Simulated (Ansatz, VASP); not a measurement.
**One calculation of B5P, two programs**

```xyz
6
Lattice="3.6485 0.0000 0.0000 -1.8243 3.1597 0.0000 0.0000 0.0000 3.8666" Properties=species:S:1:pos:R:3 pbc="T T T"
B     1.8243    1.0532    2.8558
B     1.8243    1.0532    1.0108
B     0.0000    0.0000    1.0113
B     0.0000    0.0000    2.8553
B     0.0000    2.1065    1.9333
P     0.0000    2.1065    0.0000
```

Alike in both runs: functional PBE; k mesh 5 × 5 × 4; occupations gaussian, width 0.2 eV; no spin polarisation.

Ansatz relaxed the structure, and its values are those at the end. VASP's run is a single point on that final structure, the one shown.

```csv
,VASP,Ansatz
version,VASP 6.6.1,Ansatz 0.2.0
potentials or method,"VASP PAW PBE potentials, release 64 (B, P), cutoff 500 eV","scalar-relativistic, plane waves, PAW"
valence electrons in the cell,20,20
```

```csv
,VASP,Ansatz,Ansatz less VASP
gap on the k mesh at the Fermi level (eV),none,none,-
pressure (GPa),0.0,0.2,+0.21
rms of the force components (eV/Å),0.003,0.001,-0.0018
```

A gap of «none» marks a metal or a gap that the smearing closes. With one functional, cell and mesh, what is left measures potentials, basis and numerics.

The k mesh is coarse, so the values compare programs but aren't converged.
